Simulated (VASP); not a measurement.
# Ge (R-3) in VASP: a series of runs

The runs below take Ge through single point, with LDA.

Program: VASP 6.6.1. These are calculated values, not measurements. Logs are shortened: lines on timing, memory, paths and dates and some standing lists are left out, and cuts for length are marked.

**1. The cell of the first run**

Symmetry: R-3, No. 148, trigonal system. The conventional cell has a = 9.760 Å, b = 9.760 Å, c = 5.669 Å, α = 90.00°, β = 90.00°, γ = 120.00°. Within 3.3 Å of Ge (site symmetry 3) lie 5 Ge at 2.45 to 3.22 Å. Within 3.2 Å of Ge (site symmetry 1) lie 4 Ge at 2.43 to 2.46 Å.

**2. Single point, LDA**

INCAR

```
SYSTEM = Ge
PREC = Accurate ; ENCUT = 520
EDIFF = 1E-7 ; ISMEAR = 0
SIGMA = 0.15 ; LREAL = .FALSE.
LASPH = .TRUE. ; NELM = 100
ALGO = Fast ; ISIF = 2
LWAVE = .FALSE. ; LCHARG = .FALSE.
NBANDS = 66
```

KPOINTS

```
regular mesh
0
G
  9 9 9
  0 0 0
```

POSCAR

```
Ge
1.0
    4.8800810720      2.8175161206      1.8896000000
   -4.8800810720      2.8175161206      1.8896000000
    0.0000000000     -5.6350322412      1.8896000000
Ge
8
Direct
    0.7160372198      0.7160372198      0.7160372198
    0.2839627802      0.2839627802      0.2839627802
    0.0289443365      0.7253625346      0.5322921793
    0.5322921793      0.0289443365      0.7253625346
    0.7253625346      0.5322921793      0.0289443365
    0.9710556635      0.2746374654      0.4677078207
    0.4677078207      0.9710556635      0.2746374654
    0.2746374654      0.4677078207      0.9710556635
```

Potentials or basis: VASP PAW LDA potentials, release 64 (Ge_d).

Run with:

```console
$ cat potpaw_LDA.64/Ge_d/POTCAR > POTCAR
$ mpirun -np 1 vasp_std > vasp.out
```

OUTCAR:

```text
SYSTEM = Ge
   PREC = Accurate
   ENCUT = 520
   EDIFF = 1E-7
   ISMEAR = 0
   LREAL = .FALSE.
   LASPH = .TRUE.
   NELM = 100
   ISIF = 2

 ion  position               nearest neighbor table
   1  0.716  0.716  0.716-   2 2.45   4 2.46   3 2.46   5 2.46
   2  0.284  0.284  0.284-   1 2.45   7 2.46   6 2.46   8 2.46
   3  0.029  0.725  0.532-   4 2.43   5 2.43   6 2.45   1 2.46
   4  0.532  0.029  0.725-   5 2.43   3 2.43   7 2.45   1 2.46
   5  0.725  0.532  0.029-   4 2.43   3 2.43   8 2.45   1 2.46
   6  0.971  0.275  0.468-   7 2.43   8 2.43   3 2.45   2 2.46
   7  0.468  0.971  0.275-   8 2.43   6 2.43   4 2.45   2 2.46
   8  0.275  0.468  0.971-   7 2.43   6 2.43   5 2.45   2 2.46

  LATTYP: Found a trigonal (rhomboedric) cell.
 ALAT       =     5.9434145505
 COS(alpha) =    -0.3483791338

  Lattice vectors:

 A1 = (   4.8800810720,   2.8175161206,   1.8896000000)
 A2 = (  -4.8800810720,   2.8175161206,   1.8896000000)
 A3 = (   0.0000000000,  -5.6350322412,   1.8896000000)

Analysis of symmetry for initial positions (statically):
=====================================================================
 Subroutine PRICEL returns:
 Original cell was already a primitive cell.

 Routine SETGRP: Setting up the symmetry group for a
 trigonal (rhombohedral) supercell.

 Subroutine GETGRP returns: Found  6 space group operations
 (whereof  6 operations were pure point group operations)
 out of a pool of 12 trial point group operations.

The static configuration has the point symmetry S_6 .

Analysis of symmetry for dynamics (positions and initial velocities):
=====================================================================
 Subroutine PRICEL returns:
 Original cell was already a primitive cell.

 Routine SETGRP: Setting up the symmetry group for a
 trigonal (rhombohedral) supercell.

 Subroutine GETGRP returns: Found  6 space group operations
 (whereof  6 operations were pure point group operations)
 out of a pool of 12 trial point group operations.

The dynamic configuration has the point symmetry S_6 .

 Subroutine INISYM returns: Found  6 space group operations
 (whereof  6 operations are pure point group operations),
 and found     1 'primitive' translations

----------------------------------------------------------------------------------------

                                     Primitive cell

  volume of cell :     155.8887

  direct lattice vectors                    reciprocal lattice vectors
     4.880081072  2.817516121  1.889600000     0.102457314  0.059153758  0.176404177
    -4.880081072  2.817516121  1.889600000    -0.102457314  0.059153758  0.176404177
     0.000000000 -5.635032241  1.889600000     0.000000000 -0.118307516  0.176404177

  length of vectors
     5.943414551  5.943414551  5.943414551     0.212403159  0.212403159  0.212403159

  position of ions in fractional coordinates (direct lattice)
     0.716037220  0.716037220  0.716037220
     0.283962780  0.283962780  0.283962780
     0.028944336  0.725362535  0.532292179
     0.532292179  0.028944336  0.725362535
     0.725362535  0.532292179  0.028944336
     0.971055664  0.274637465  0.467707821
     0.467707821  0.971055664  0.274637465
     0.274637465  0.467707821  0.971055664

  ion indices of the primitive-cell ions
   primitive index   ion index
                 1           1
                 2           2
                 3           3
                 4           4
                 5           5
                 6           6
                 7           7
                 8           8

----------------------------------------------------------------------------------------

 KPOINTS: regular mesh

Automatic generation of k-mesh.
 Grid dimensions read from file:
 generate k-points for:    9    9    9

 Generating k-lattice:

  Cartesian coordinates                     Fractional coordinates (reciprocal lattice)
     0.011384146  0.006572640  0.019600464     0.111111111  0.000000000  0.000000000
    -0.011384146  0.006572640  0.019600464     0.000000000  0.111111111  0.000000000
     0.000000000 -0.013145280  0.019600464     0.000000000  0.000000000  0.111111111

  Length of vectors
     0.023600351  0.023600351  0.023600351

  Shift w.r.t. Gamma in fractional coordinates (k-lattice)
     0.000000000  0.000000000  0.000000000

 Subroutine IBZKPT returns following result:
 ===========================================

 Found    125 irreducible k-points:

 Following reciprocal coordinates:
            Coordinates               Weight
  0.000000  0.000000  0.000000      1.000000
  0.111111  0.000000  0.000000      6.000000
  0.222222  0.000000 -0.000000      6.000000
  0.333333  0.000000 -0.000000      6.000000
  0.444444  0.000000 -0.000000      6.000000
  0.111111  0.111111  0.000000      6.000000
[... 16 lines left out ...]
  0.444444  0.222222 -0.000000      6.000000
 -0.444444  0.000000 -0.222222      6.000000
 [... further k-points ...]
   k-points           NKPTS =    125   k-points in BZ     NKDIM =    125   number of bands    NBANDS=     66
   number of dos      NEDOS =    301   number of ions     NIONS =      8
   total plane-waves  NPLWV = 110592
   dimension x,y,z NGX =    48 NGY =   48 NGZ =   48
   dimension x,y,z NGXF=    96 NGYF=   96 NGZF=   96
   ions per type =               8
   NGX,Y,Z   is equivalent  to a cutoff of  13.43, 13.43, 13.43 a.u.
   NGXF,Y,Z  is equivalent  to a cutoff of  26.85, 26.85, 26.85 a.u.
 SYSTEM =  Ge
   PREC   = accura    normal or accurate (medium, high low for compatibility)
   ISTART =      0    job   : 0-new  1-cont  2-samecut
   ICHARG =      2    charge: 1-file 2-atom 10-const
   ISPIN  =      1    spin polarized calculation?
   LNONCOLLINEAR =      F non collinear calculations
   LSORBIT =      F    spin-orbit coupling
   LASPH  =      T    aspherical Exc in radial PAW
   ENCUT  =  520.0 eV  38.22 Ry    6.18 a.u.  11.05 11.05 11.05*2*pi/ulx,y,z
   NELM   =    100;   NELMIN=  2; NELMDL= -5     # of ELM steps
   EDIFF  = 0.1E-06   stopping-criterion for ELM
   LREAL  =      F    real-space projection
   EDIFFG = 0.1E-05   stopping-criterion for IOM
   NSW    =      0    number of steps for IOM
   IBRION =     -1    ionic relax: 0-MD 1-quasi-New 2-CG
   NFREE  =      0    steps in history (QN), initial steepest desc. (CG)
   ISIF   =      2    stress and relaxation
   ISYM   =      2    0-nonsym 1-usesym 2-fastsym
   POTIM  = 0.5000    time-step for ionic-motion
   TEBEG  =    0.0;   TEEND  =   0.0 temperature during run
   PSTRESS=    0.0 pullay stress
   NELECT =     112.0000    total number of electrons
   NUPDOWN=      -1.0000    fix difference up-down
   EMIN   =  10.00;   EMAX   =-10.00  energy-range for DOS
   EFERMI =   0.00;   METHOD = LEGACY
   ISMEAR =     0;   SIGMA  =   0.15  broadening in eV -4-tet -1-fermi 0-gaus
   EFERMI_NEDOS =   21; number of points for ismear=-14 and -15
   IALGO  =     68    algorithm
   IMIX   =      4    mixing-type and parameters
     AMIX     =   0.40;   BMIX     =  1.00
     AMIX_MAG =   1.60;   BMIX_MAG =  1.00
  volume/ion in A,a.u.               =      19.49       131.50
  Fermi-wavevector in a.u.,A,eV,Ry     =   1.466254  2.770819 29.251190  2.149902
  Thomas-Fermi vector in A             =   2.582014
   LORBIT       =      0    0 simple, 1 ext, 2 COOP (PROOUT), +10 PAW based schemes
   GGA     = CA    functional components
   LHFCALC =     F    Hartree Fock is set to
   AEXX    =    0.0000 exact exchange contribution
   IVDW    =     0    specifies the selected vdW correction
   LEPSILON=     F    determine dielectric tensor
   LRPA    =     F    only Hartree local field effects (RPA)
 non-spin polarized calculation
 RMM-DIIS sequential band-by-band and
 Gauss-broadening in eV      SIGMA  =   0.15
  energy-cutoff  :      520.00
  volume of cell :      155.89
 maximum number of plane-waves:      4234
 NGX is ok and might be reduce to    48
   NGX = 23   NGY = 23   NGZ = 23

 number of electron     112.0000004 magnetization

 Free energy of the ion-electron system (eV)
  ---------------------------------------------------
  ext. energy  EPLUGINS =         0.00000000
  ---------------------------------------------------
  free energy    TOTEN  =       -40.56863067 eV

  energy without entropy =      -40.55715446  energy(sigma->0) =      -40.56289256

 E-fermi :   6.0344     XC(G=0): -11.1926

 val. band max:        6.0185660947   @ k =   0.4444   0.3333   0.3333
 cond. band min:       6.0384107806   @ k =   0.4444   0.1111  -0.0000
 fundamental gap:      0.0198446859
 Fermi energy:         6.0343517727

 k-point     1 :       0.0000    0.0000    0.0000
  band No.  band energies     occupation
      1     -18.9320      2.00000
      2     -18.9320      2.00000
      3     -18.9279      2.00000
      4     -18.9118      2.00000
      5     -18.9118      2.00000
      6     -18.8932      2.00000
[... 58 lines left out ...]
     65      11.6585      0.00000
     66      12.7848      0.00000

 k-point     2 :       0.1111    0.0000    0.0000
  band No.  band energies     occupation
      1     -18.9321      2.00000
      2     -18.9303      2.00000
      3     -18.9270      2.00000
      4     -18.9131      2.00000
      5     -18.9100      2.00000
      6     -18.8927      2.00000
[... 58 lines left out ...]
     65      11.3976      0.00000
     66      12.0899      0.00000

 k-point     3 :       0.2222    0.0000   -0.0000
  band No.  band energies     occupation
      1     -18.9320      2.00000
      2     -18.9263      2.00000
      3     -18.9240      2.00000
      4     -18.9157      2.00000
      5     -18.9055      2.00000
      6     -18.8928      2.00000
[... 1438 lines left out ...]
     65      10.4370      0.00000
     66      10.9310      0.00000

 k-point    24 :      -0.4444    0.0000   -0.2222
  band No.  band energies     occupation
      1     -18.9305      2.00000
      2     -18.9249      2.00000
      3     -18.9204      2.00000
      4     -18.9131      2.00000
      5     -18.8916      2.00000
      6     -18.8894      2.00000
[... 58 lines left out ...]
     65      10.7103      0.00000
     66      10.8487      0.00000

 [... further k-points ...]

------------------------ aborting loop because EDIFF is reached ----------------------------------------

  FORCE on cell =-STRESS in cart. coord.  units (eV):
  Direction    XX          YY          ZZ          XY          YZ          ZX
  --------------------------------------------------------------------------------------
  -------------------------------------------------------------------------------------
  Total        0.9513771      0.9513771      4.6587786     -0.0000000      0.0000000      0.0000000
  in kB        9.7779696      9.7779696     47.8815364     -0.0000001      0.0000000      0.0000000
  external PRESSURE =      22.4791585 kB  Pullay stress =       0.0000000 kB

 VOLUME and BASIS-vectors are now :
 -----------------------------------------------------------------------------
  energy-cutoff  :      520.00
  volume of cell :      155.89
      direct lattice vectors                 reciprocal lattice vectors
     4.880081072  2.817516121  1.889600000     0.102457314  0.059153758  0.176404177
    -4.880081072  2.817516121  1.889600000    -0.102457314  0.059153758  0.176404177
     0.000000000 -5.635032241  1.889600000     0.000000000 -0.118307516  0.176404177

 POSITION                                       TOTAL-FORCE (eV/Angst)
 -----------------------------------------------------------------------------------
      0.00000      0.00000      4.05907         0.000000     -0.000000      0.345908
      0.00000      0.00000      1.60973         0.000000     -0.000000     -0.345908
     -3.39858     -0.87421      2.43116        -0.056783     -0.151106      0.048708
      2.45638     -2.50615      2.43116         0.159253      0.026378      0.048708
      0.94220      3.38036      2.43116        -0.102471      0.124729      0.048708
      3.39858      0.87421      3.23764         0.056783      0.151106     -0.048708
     -2.45638      2.50615      3.23764        -0.159253     -0.026378     -0.048708
     -0.94220     -3.38036      3.23764         0.102471     -0.124729     -0.048708
 -----------------------------------------------------------------------------------
    total drift:                               -0.000000      0.000000      0.000000

  FREE ENERGIE OF THE ION-ELECTRON SYSTEM (eV)
  ---------------------------------------------------
  free  energy   TOTEN  =       -40.5686306672 eV

  energy  without entropy=      -40.5571544596  energy(sigma->0) =      -40.56289256
```

It took 64 min on 1 thread of Oxide Virtual Turin-like, shared host; peak memory 0.8 GiB.

Results:

* Free energy: -40.5686 eV
* Pressure: 2.2 GPa
* Largest force: 0.346 eV/Å
* Band gap on the k mesh: zero (bands 56 and 57 overlap by 0.33 eV)

Forces on the atoms (eV/Å):
```
Ge   0.000  0.000  0.346
Ge   0.000  0.000 -0.346
Ge  -0.057 -0.151  0.049
Ge   0.159  0.026  0.049
Ge  -0.102  0.125  0.049
Ge   0.057  0.151 -0.049
Ge  -0.159 -0.026 -0.049
Ge   0.102 -0.125 -0.049
```

Levels at points of the mesh, in eV from the Fermi level:
```csv
k point,band 54,band 55,band 56,band 57,band 58,band 59
"(0.00, 0.00, 0.00)",-1.27,-1.27,-0.78,1.61,1.97,1.97
```

Caveat: semilocal functionals underestimate gaps, so a narrow gap can read as zero.

**3. Single point, LDA**

This run uses another cell than the first one, of 20.96 Å³/atom.

INCAR

```
  PREC = Accurate
  ENCUT = 520
  EDIFF = 1E-7
  ISMEAR = 0
  SIGMA = 0.15
  LREAL = F
  LASPH = T
  NELM = 100
  ALGO = Fast
  ISIF = 2
  LWAVE = F
  LCHARG = F
  GGA = CA
  NBANDS = 66
```

KPOINTS

```
Automatic mesh
0
Gamma
  9 9 9
```

Edit POSCAR of step 2 so:

```diff
@@ -2,5 +2,5 @@
 1.0
-    4.8800810720      2.8175161206      1.8896000000
-   -4.8800810720      2.8175161206      1.8896000000
-    0.0000000000     -5.6350322412      1.8896000000
+    5.1241000000      2.9584005144      1.8431333333
+   -5.1241000000      2.9584005144      1.8431333333
+    0.0000000000     -5.9168010287      1.8431333333
 Ge
```

Potentials or basis: VASP PAW LDA potentials, release 64 (Ge_d).

Run with:

```console
$ cat potpaw_LDA.64/Ge_d/POTCAR > POTCAR
$ mpirun -np 1 vasp_std > vasp.out
```

Run time: 45 min. Hardware: 1 thread of Oxide Virtual Turin-like, shared host; peak memory 0.85 GiB.

The run converged. Its results:

| Item | Value |
| --- | --- |
| Free energy | -40.1323 eV |
| Pressure | -2.4 GPa |
| Largest force | 0.988 eV/Å |
| Band gap on the k mesh | zero (bands 56 and 57 overlap by 0.48 eV) |

Forces on the atoms (eV/Å):
```
Ge   0.000  0.000  0.988
Ge   0.000  0.000 -0.988
Ge   0.107 -0.563 -0.098
Ge   0.434  0.374 -0.098
Ge  -0.541  0.188 -0.098
Ge  -0.107  0.563  0.098
Ge  -0.434 -0.374  0.098
Ge   0.541 -0.188  0.098
```

Stress tensor (GPa, compression positive):
```
-6.39  0.00  0.00
 0.00 -6.39  0.00
 0.00  0.00  5.52
```

Levels at points of the mesh, in eV from the Fermi level:
```
           k point  band 52  band 53  band 54  band 55  band 56  band 57  band 58  band 59  band 60  band 61
(0.00, 0.00, 0.00)    -3.30    -3.30    -0.90    -0.90    -0.56     1.63     1.96     1.96     3.48     4.48
```

Caveat: semilocal functionals underestimate gaps, so a narrow gap can read as zero.

**4. Single point, LDA**

This run uses another cell than the first one, of 20.27 Å³/atom.

INCAR

```
SYSTEM = Ge
PREC = Accurate
ENCUT = 520
EDIFF = 1E-6
ISMEAR = 0
SIGMA = 0.15
LREAL = .FALSE.
LASPH = .TRUE.
NELM = 60
ALGO = Fast
ISIF = 2
LWAVE = .FALSE.
LCHARG = .FALSE.
GGA = CA
NBANDS = 66
```

KPOINTS

```
regular mesh
0
G
  9 9 9
  0 0 0
```

Edit POSCAR of step 3 so:

```diff
@@ -2,5 +2,5 @@
 1.0
-    5.1241000000      2.9584005144      1.8431333333
-   -5.1241000000      2.9584005144      1.8431333333
-    0.0000000000     -5.9168010287      1.8431333333
+    4.9777000000      2.8738764349      1.8896000000
+   -4.9777000000      2.8738764349      1.8896000000
+    0.0000000000     -5.7477528699      1.8896000000
 Ge
```

Run with:

```console
$ cat potpaw_LDA.64/Ge_d/POTCAR > POTCAR
$ mpirun -np 1 vasp_std > vasp.out
```

It took 57 min on 1 thread of Oxide Virtual Turin-like, shared host; peak memory 0.83 GiB.

Results (log left out):

```yaml
Free_energy: -40.5295 eV
Pressure: -0.9 GPa
Largest_force: 0.433 eV/Å
Band_gap_on_the_k_mesh: zero (bands 56 and 57 overlap by 0.39 eV)
```

Forces in eV/Å, atoms in the order of the input:
```
Ge   0.000  0.000  0.433
Ge   0.000  0.000 -0.433
Ge   0.030 -0.284 -0.036
Ge   0.231  0.168 -0.036
Ge  -0.261  0.116 -0.036
Ge  -0.030  0.284  0.036
Ge  -0.231 -0.168  0.036
Ge   0.261 -0.116  0.036
```

Stress tensor (GPa, compression positive):
```
-2.92  0.00  0.00
 0.00 -2.92  0.00
 0.00  0.00  3.22
```

Levels at points of the mesh, in eV from the Fermi level:
| k point | band 53 | band 54 | band 55 | band 56 | band 57 | band 58 | band 59 | band 60 |
| --- | --- | --- | --- | --- | --- | --- | --- | --- |
| (0.00, 0.00, 0.00) | -3.60 | -1.12 | -1.12 | -0.68 | 1.59 | 1.95 | 1.95 | 4.03 |

Caveat: semilocal functionals underestimate gaps, so a narrow gap can read as zero.

**5. The runs side by side**

| cell | further INCAR settings | gap on the mesh (eV) | pressure (GPa) | largest force (eV/Å) |
| --- | --- | --- | --- | --- |
| a = 5.943 Å, angles 110.4°, 8 atoms | ALGO = Fast; EDIFF = 1e-07; NBANDS = 66 | none | 2.2 | 0.35 |
| a = 6.197 Å, angles 111.6°, 8 atoms | ALGO = Fast; EDIFF = 1e-07; NBANDS = 66 | none | -2.4 | 0.99 |
| a = 6.050 Å, angles 110.7°, 8 atoms | ALGO = Fast; EDIFF = 1e-06; NBANDS = 66 | none | -0.9 | 0.43 |

Alike in all rows: task single point; level LDA; potentials or basis VASP PAW LDA potentials, release 64 (Ge_d); no spin polarisation; k mesh 9 × 9 × 9; cutoff (eV) 520; smearing gaussian 0.15 eV.

Caveats: semilocal functionals underestimate gaps, so a narrow gap can read as zero.

Absolute energies hang on the potentials; compare differences alone.
